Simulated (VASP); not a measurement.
# Pt (P6_3/mmc) in VASP: a series of runs, part 2 of 2

VASP 6.6.1. Earlier steps stand in the parts before.

### Step 4. Relaxation of cell and atoms, PBEsol, target pressure 20 GPa, at which the enthalpy is minimised

This run uses another cell than the first one, of 15.03 Å³/atom, 0.994 times its volume.

Contents of INCAR:

```
PREC = Accurate
ENCUT = 600
EDIFF = 1E-7
ISMEAR = 1
SIGMA = 0.05
LREAL = F
LASPH = T
NELM = 60
ALGO = Normal
ISIF = 3
LWAVE = F
LCHARG = F
GGA = PS
IBRION = 2
NSW = 80
EDIFFG = -0.01
PSTRESS = 200.0
```

Contents of KPOINTS:

```
Automatic mesh
0
Gamma
  9 9 5
```

Contents of POSCAR:

```
Pt
1.0
    2.7700000000      0.0000000000      0.0000000000
   -1.3850000000      2.3988903685      0.0000000000
    0.0000000000      0.0000000000      4.5234100000
Pt
2
Direct
    0.3333333333      0.6666666667      0.2500000000
    0.6666666667      0.3333333333      0.7500000000
```

Potentials or basis: VASP PAW PBE potentials, release 64 (Pt).

Launch:

```console
$ cat potpaw_PBE.64/Pt/POTCAR > POTCAR
$ mpirun -np 1 vasp_std > vasp.out
```

OUTCAR:

```text
PREC = Accurate
   ENCUT = 600
   EDIFF = 1E-7
   ISMEAR = 1
   LREAL = F
   LASPH = T
   NELM = 60
   ISIF = 3
   GGA = PS
   IBRION = 2
   NSW = 80
   EDIFFG = -0.01
   PSTRESS = 200.0

 ion  position               nearest neighbor table
   1  0.333  0.667  0.250-   2 2.77   2 2.77   2 2.77   2 2.77   2 2.77   2 2.77
   2  0.667  0.333  0.750-   1 2.77   1 2.77   1 2.77   1 2.77   1 2.77   1 2.77

  LATTYP: Found a hexagonal cell.
 ALAT       =     2.7700000000
 C/A-ratio  =     1.6330000000

  Lattice vectors:

 A1 = (   2.7700000000,   0.0000000000,   0.0000000000)
 A2 = (  -1.3850000000,   2.3988903685,   0.0000000000)
 A3 = (   0.0000000000,   0.0000000000,   4.5234100000)

Analysis of symmetry for initial positions (statically):
=====================================================================
 Subroutine PRICEL returns:
 Original cell was already a primitive cell.

 Routine SETGRP: Setting up the symmetry group for a
 hexagonal supercell.

 Subroutine GETGRP returns: Found 24 space group operations
 (whereof 12 operations were pure point group operations)
 out of a pool of 24 trial point group operations.

[... 173 lines left out ...]
  -------------------------------------------------------------------------------------
  Total       -0.4009018     -0.4009018      1.3450564     -0.0000000     -0.0000000      0.0000000
  in kB      -21.3694041    -21.3694041     71.6960023     -0.0000000     -0.0000000      0.0000000
  external PRESSURE =    -190.3476020 kB  Pullay stress =     200.0000000 kB
[... 291 lines left out ...]
--------------------------------------- Ionic step        9  -------------------------------------------

 number of electron      20.0000001 magnetization

 Free energy of the ion-electron system (eV)
  ---------------------------------------------------
  ext. energy  EPLUGINS =         0.00000000
  ---------------------------------------------------
  free energy    TOTEN  =       -13.73976289 eV

  energy without entropy =      -13.73904548  energy(sigma->0) =      -13.73952376

 E-fermi :  12.3087     XC(G=0): -13.9761

 val. band max:       12.3042254490   @ k =   0.3333   0.1111   0.2000
 cond. band min:      12.3183049653   @ k =   0.4444  -0.0000   0.0000
 fundamental gap:      0.0140795163
 Fermi energy:        12.3086681097

 k-point     1 :       0.0000    0.0000    0.0000
  band No.  band energies     occupation
      1       1.2887      2.00000
      2       4.0882      2.00000
      3       7.6466      2.00000
      4       8.1948      2.00000
      5       8.1948      2.00000
      6       8.6594      2.00000
      7       8.6594      2.00000
      8      10.0025      2.00000
      9      10.0025      2.00000
     10      11.0590      2.00000
     11      11.9752      2.00000
     12      11.9752      2.00000
     13      17.7677      0.00000
     14      27.0546      0.00000
[... 377 lines left out ...]
      1       6.0122      2.00000
      2       6.4525      2.00000
      3       6.4525      2.00000
      4       7.1790      2.00000
      5       7.9004      2.00000
      6       7.9004      2.00000
      7       9.2006      2.00000
      8      10.8468      2.00000
      9      11.6279      2.00000
     10      11.6279      2.00000
     11      17.2343      0.00000
     12      17.2343      0.00000
     13      19.1433      0.00000
     14      22.8901      0.00000

 [... further k-points ...]
[... 5 lines left out ...]
  --------------------------------------------------------------------------------------
  -------------------------------------------------------------------------------------
  Total        3.5577054      3.5577054      3.5354981      0.0000000     -0.0000000     -0.0000000
  in kB      200.4801916    200.4801916    199.2287925      0.0000000     -0.0000000     -0.0000000
  external PRESSURE =       0.0630586 kB  Pullay stress =     200.0000000 kB
[... 21 lines left out ...]
  energy  without entropy=      -13.7390454849  energy(sigma->0) =      -13.73952376

  enthalpy is  TOTEN    =       -10.1905789630 eV   P V=        3.5491839270

 reached required accuracy - stopping structural energy minimisation
```

OSZICAR:

```text
N       E                     dE             d eps       ncg     rms          rms(c)
DAV:   1     0.114097601438E+03    0.11410E+03   -0.11820E+04  1008   0.156E+03
DAV:   2    -0.125189679760E+02   -0.12662E+03   -0.12133E+03  1164   0.297E+02
DAV:   3    -0.146729841123E+02   -0.21540E+01   -0.21291E+01  1188   0.397E+01
[... 76 lines left out ...]
DAV:   3    -0.137396311273E+02    0.26969E-02   -0.90459E-03  1122   0.911E-01    0.277E-01
DAV:   4    -0.137397698208E+02   -0.13869E-03   -0.57490E-04  1092   0.194E-01    0.299E-02
DAV:   5    -0.137397607773E+02    0.90435E-05   -0.33925E-05  1104   0.570E-02    0.105E-02
DAV:   6    -0.137397626452E+02   -0.18679E-05   -0.15912E-06  1116   0.113E-02    0.229E-03
DAV:   7    -0.137397628449E+02   -0.19973E-06   -0.63057E-08   636   0.231E-03    0.569E-04
DAV:   8    -0.137397628901E+02   -0.45173E-07   -0.71948E-09   534   0.761E-04
   9 F= -.10190579E+02 E0= -.10190340E+02  d E =-.812823E-03
```

CONTCAR:

```text
Pt
   1.00000000000000
     2.6753178748630377   -0.0000000000000000   -0.0000000000000000
    -1.3376589374315189    2.3168932428491913   -0.0000000000000000
     0.0000000000000000   -0.0000000000000000    4.5869887883239082
  Pt
     2
Direct
     0.3333333332999970    0.6666666667000030    0.2500000000000000
     0.6666666667000030    0.3333333332999970    0.7500000000000000

  0.00000000E+00  0.00000000E+00  0.00000000E+00
  0.00000000E+00  0.00000000E+00  0.00000000E+00
```

It took 2.1 min on 1 thread of Intel Xeon 8259CL, shared host; peak memory 0.17 GiB.

What came out:

```
Free energy                                            : -13.7398 eV
Relaxed volume                                         : 14.22 Å³/atom
Relaxed cell                                           : a = 2.675 Å, b = 2.675 Å, c = 4.587 Å, α = 90.00°, β = 90.00°, γ = 120.00°
Space group after relaxing (to 0.05 Å)                 : P6_3/mmc (No. 194)
Energy change on relaxing (the enthalpy is what falls) : +28.8 meV/atom
Ionic steps                                            : 9
Pressure after relaxing                                : 20.0 GPa
Band gap on the k mesh                                 : zero (band 10 reaches 12.66 eV, above the bottom of band 11 at 11.46 eV)
```

Step by step:
```
step  energy change (eV)  largest force (eV/Å)  pressure (GPa)  volume (Å³)
   1              0.0000                0.0000            0.97        30.06
   2              2.7274                0.0000          162.56        22.92
   3              0.0837                0.0000           19.13        28.48
   4              0.0954                0.0000           20.52        28.37
   5              0.1009                0.0000           21.14        28.33
   6              0.0760                0.0000           21.99        28.29
   7              0.0756                0.0000           21.92        28.29
   8              0.0100                0.0000           14.21        28.88
   9              0.0575                0.0000           20.01        28.43
```

Final structure:
```xyz
2
Lattice="2.6753 0.0000 0.0000 -1.3377 2.3169 0.0000 0.0000 0.0000 4.5870" Properties=species:S:1:pos:R:3 pbc="T T T"
Pt    0.0000    1.5446    1.1467
Pt    1.3377    0.7723    3.4402
```

Levels at points of the mesh, in eV from the Fermi level:
| k point | band 7 | band 8 | band 9 | band 10 | band 11 | band 12 | band 13 | band 14 |
| --- | --- | --- | --- | --- | --- | --- | --- | --- |
| (0.00, 0.00, 0.00) | -3.65 | -2.31 | -2.31 | -1.25 | -0.33 | -0.33 | 5.46 | 14.75 |

Caveat: the cell is relaxed towards a set pressure, so the enthalpy falls and the energy may rise; the PAW data sets were made with another functional, which shifts forces and pressure a little; spin-orbit coupling is left out, which moves the levels of the heavy elements.

### Step 5. Overview

```tsv
task	cell	cutoff (eV)	gap on the mesh (eV)	pressure (GPa)
single point	a = 2.722, b = 2.722, c = 4.713 Å, angles 90.0, 90.0, 120.0°, 2 atoms	520	none	-0.4
relaxation of cell and atoms	relaxed from a = 2.770, b = 2.770, c = 4.523 Å, angles 90.0, 90.0, 120.0°, 2 atoms	600	none	0.0
relaxation of cell and atoms	relaxed to 20 GPa from a = 2.770, b = 2.770, c = 4.523 Å, angles 90.0, 90.0, 120.0°, 2 atoms	600	none	20.0
```

Alike in all rows: level PBEsol; potentials or basis VASP PAW PBE potentials, release 64 (Pt); no spin polarisation; k mesh 9 × 9 × 5; smearing methfessel-paxton 0.05 eV.

Caveats: the PAW data sets were made with another functional, which shifts forces and pressure a little; spin-orbit coupling is left out, which moves the levels of the heavy elements; the cell is relaxed towards a set pressure, so the enthalpy falls and the energy may rise (some runs).

Absolute energies hang on the potentials; compare differences alone.
